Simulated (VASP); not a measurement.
# Te (P3_121) in VASP: further runs, part 3 of 3

VASP 6.6.1.

**5. Single point, revPBE (36.83 Å³/atom)**

This run uses another cell than the first one, of 36.83 Å³/atom.

Contents of INCAR:

```
SYSTEM = Te
PREC     = Accurate       ! precision mode
ENCUT    = 520            ! plane-wave cutoff, eV
EDIFF    = 1E-7           ! SCF threshold, eV
ISMEAR   = -1             ! smearing method
SIGMA    = 0.05           ! smearing width, eV
LREAL    = .False.        ! projectors in reciprocal space
LASPH    = .True.         ! aspherical terms in the spheres
NELM     = 80             ! most SCF steps
ALGO     = Normal         ! electronic algorithm
ISIF     = 2              ! what is computed and relaxed
LWAVE    = .False.        ! write WAVECAR
LCHARG   = .False.        ! write CHGCAR
GGA      = RE             ! functional
NBANDS   = 16             ! bands
```

Contents of KPOINTS:

```
Automatic mesh
0
Gamma
  7 7 5
  0 0 0
```

Contents of POSCAR:

```
Te
1.0
    4.6832375240      0.0000000000      0.0000000000
   -2.3416187620      4.0558026677      0.0000000000
    0.0000000000      0.0000000000      5.8170315008
Te
3
Direct
    0.2517707349      0.0000000000      0.3333333333
    0.0000000000      0.2517707349      0.6666666667
    0.7482292651      0.7482292651      0.0000000000
```

Potentials or basis: VASP PAW PBE potentials, release 64 (Te).

Launch:

```
$ cat potpaw_PBE.64/Te/POTCAR > POTCAR
$ mpirun -np 1 vasp_std > vasp.out
```

OUTCAR:

```text
SYSTEM = Te
   PREC = Accurate
   ENCUT = 520
   EDIFF = 1E-7
   ISMEAR = -1
   LREAL = .False.
   LASPH = .True.
   NELM = 80
   ISIF = 2
   GGA = RE

 ion  position               nearest neighbor table
   1  0.252  0.000  0.333-   3 2.82   2 2.82   3 3.65   3 3.65   2 3.65   2 3.65
   2  0.000  0.252  0.667-   3 2.82   1 2.82   3 3.65   3 3.65   1 3.65   1 3.65
   3  0.748  0.748  0.000-   2 2.82   1 2.82   1 3.65   2 3.65   2 3.65   1 3.65

  LATTYP: Found a hexagonal cell.
 ALAT       =     4.6832375240
 C/A-ratio  =     1.2420961933

  Lattice vectors:

 A1 = (   4.6832375240,   0.0000000000,   0.0000000000)
 A2 = (  -2.3416187620,   4.0558026677,   0.0000000000)
 A3 = (   0.0000000000,   0.0000000000,   5.8170315008)

Analysis of symmetry for initial positions (statically):
=====================================================================
 Subroutine PRICEL returns:
 Original cell was already a primitive cell.

 Routine SETGRP: Setting up the symmetry group for a
 hexagonal supercell.

 Subroutine GETGRP returns: Found  6 space group operations
 (whereof  2 operations were pure point group operations)
 out of a pool of 24 trial point group operations.
[... 163 lines left out ...]
  free energy    TOTEN  =        -8.48968617 eV

  energy without entropy =       -8.48966773  energy(sigma->0) =       -8.48967695

 E-fermi :   5.3618     XC(G=0):  -8.5528

 val. band max:        4.9299360056   @ k =   0.0000   0.4286   0.4000
 cond. band min:       5.7231880817   @ k =   0.0000   0.0000   0.4000
 fundamental gap:      0.7932520760
 Fermi energy:         5.3618495424

 k-point     1 :       0.0000    0.0000    0.0000
  band No.  band energies     occupation
      1      -8.2601      2.00000
      2      -5.0204      2.00000
      3      -5.0204      2.00000
      4       1.8981      2.00000
      5       2.0997      2.00000
      6       2.0997      2.00000
[... 433 lines left out ...]
      3      -4.0025      2.00000
      4       0.6576      2.00000
      5       1.5596      2.00000
      6       1.8622      2.00000
[... 8 lines left out ...]
     15      11.2354      0.00000
     16      11.7968      0.00000

 [... further k-points ...]
[... 5 lines left out ...]
  --------------------------------------------------------------------------------------
  -------------------------------------------------------------------------------------
  Total        0.9417629      0.9417629      1.5648038      0.0000000      0.0000000      0.0000000
  in kB       13.6561331     13.6561331     22.6906046      0.0000000      0.0000000      0.0000000
  external PRESSURE =      16.6676236 kB  Pullay stress =       0.0000000 kB

 VOLUME and BASIS-vectors are now :
 -----------------------------------------------------------------------------
  energy-cutoff  :      520.00
  volume of cell :      110.49
      direct lattice vectors                 reciprocal lattice vectors
     4.683237524  0.000000000  0.000000000     0.213527500  0.123280160  0.000000000
    -2.341618762  4.055802668  0.000000000     0.000000000  0.246560319  0.000000000
     0.000000000  0.000000000  5.817031501     0.000000000  0.000000000  0.171908988

 POSITION                                       TOTAL-FORCE (eV/Angst)
 -----------------------------------------------------------------------------------
      1.17910      0.00000      1.93901         0.284802      0.000000      0.000000
     -0.58955      1.02113      3.87802        -0.142401      0.246645     -0.000000
      1.75207      3.03467      0.00000        -0.142401     -0.246645      0.000000
 -----------------------------------------------------------------------------------
    total drift:                               -0.000000     -0.000000      0.000000

  FREE ENERGIE OF THE ION-ELECTRON SYSTEM (eV)
  ---------------------------------------------------
  free  energy   TOTEN  =        -8.4896861662 eV

  energy  without entropy=       -8.4896677306  energy(sigma->0) =       -8.48967695
```

OSZICAR:

```text
N       E                     dE             d eps       ncg     rms          rms(c)
DAV:   1     0.760764691165E+02    0.76076E+02   -0.64369E+03  1024   0.893E+02
DAV:   2    -0.347078529290E+01   -0.79547E+02   -0.75498E+02  1344   0.133E+02
DAV:   3    -0.840757756870E+01   -0.49368E+01   -0.49197E+01  1224   0.379E+01
DAV:   4    -0.850404292845E+01   -0.96465E-01   -0.96456E-01  1640   0.604E+00
DAV:   5    -0.850537850807E+01   -0.13356E-02   -0.13356E-02  1304   0.607E-01    0.113E+01
DAV:   6    -0.848995708223E+01    0.15421E-01   -0.21529E-02  1336   0.872E-01    0.724E+00
DAV:   7    -0.849023365510E+01   -0.27657E-03   -0.50945E-02  1224   0.137E+00    0.329E-01
DAV:   8    -0.848944753110E+01    0.78612E-03   -0.84465E-03  1256   0.501E-01    0.178E-01
DAV:   9    -0.848952447638E+01   -0.76945E-04   -0.26812E-04  1512   0.101E-01    0.111E-01
DAV:  10    -0.848967703789E+01   -0.15256E-03   -0.16833E-04  1248   0.759E-02    0.159E-02
DAV:  11    -0.848968251330E+01   -0.54754E-05   -0.25680E-05  1440   0.301E-02    0.145E-02
DAV:  12    -0.848968471426E+01   -0.22010E-05   -0.39811E-06  1328   0.114E-02    0.401E-03
DAV:  13    -0.848968609014E+01   -0.13759E-05   -0.24500E-06  1296   0.864E-03    0.150E-03
DAV:  14    -0.848968616621E+01   -0.76069E-07   -0.10013E-07  1216   0.188E-03
   1 F= -.84896862E+01 E0= -.84896769E+01  d E =-.184356E-04
```

stdout:

```text
POSCAR found type information on POSCAR Te
 POSCAR found :  1 types and       3 ions
 scaLAPACK will be used
 -----------------------------------------------------------------------------
|                                                                             |
|                                                                             |
|     You enforced a specific xc type in the INCAR file but a different       |
|     I HOPE YOU KNOW WHAT YOU ARE DOING!                                     |
|                                                                             |
 -----------------------------------------------------------------------------

 LDA part: xc-table for (Slater+PW92), standard interpolation
 POSCAR, INCAR and KPOINTS ok, starting setup
 FFT: planning ... GRIDC
 FFT: planning ... GRID_SOFT
 FFT: planning ... GRID
 WAVECAR not read
 entering main loop
```

Run time: 33 s. Hardware: 1 thread of Intel Xeon Platinum 8488C (Sapphire Rapids), shared host; peak memory 0.24 GiB.

What came out:

| Item | Value |
| --- | --- |
| Free energy | -8.4897 eV |
| Pressure | 1.7 GPa |
| Largest force | 0.285 eV/Å |
| Band gap on the k mesh | 0.79 eV (least direct gap 1.06 eV) |

Forces in eV/Å, atoms in the order of the input:
```
Te   0.285  0.000  0.000
Te  -0.142  0.247  0.000
Te  -0.142 -0.247  0.000
```

Caveat: the PAW data sets were made with another functional, which shifts forces and pressure a little; spin-orbit coupling is left out, which moves the levels of the heavy elements.

**6. The runs side by side**

```csv
cell,k mesh,gap on the mesh (eV),pressure (GPa),largest force (eV/Å)
"a = 4.747, b = 4.747, c = 5.897 Å, angles 90.0, 90.0, 120.0°, 3 atoms",5 × 5 × 3,1.02,0.0,0.01
"a = 4.549, b = 4.549, c = 5.651 Å, angles 90.0, 90.0, 120.0°, 3 atoms",7 × 7 × 5,0.74,6.4,1.01
"a = 4.617, b = 4.617, c = 5.735 Å, angles 90.0, 90.0, 120.0°, 3 atoms",7 × 7 × 5,0.77,3.8,0.62
"a = 4.683, b = 4.683, c = 5.817 Å, angles 90.0, 90.0, 120.0°, 3 atoms",7 × 7 × 5,0.79,1.7,0.28
```

Alike in all rows: task single point; level revPBE; potentials or basis VASP PAW PBE potentials, release 64 (Te); no spin polarisation; cutoff (eV) 520; smearing fermi-dirac 0.05 eV.

Caveats: the PAW data sets were made with another functional, which shifts forces and pressure a little; spin-orbit coupling is left out, which moves the levels of the heavy elements; the cell stands under pressure (at least some runs).

Total energies depend on the potentials used, so only differences within one code and one set of settings carry meaning.
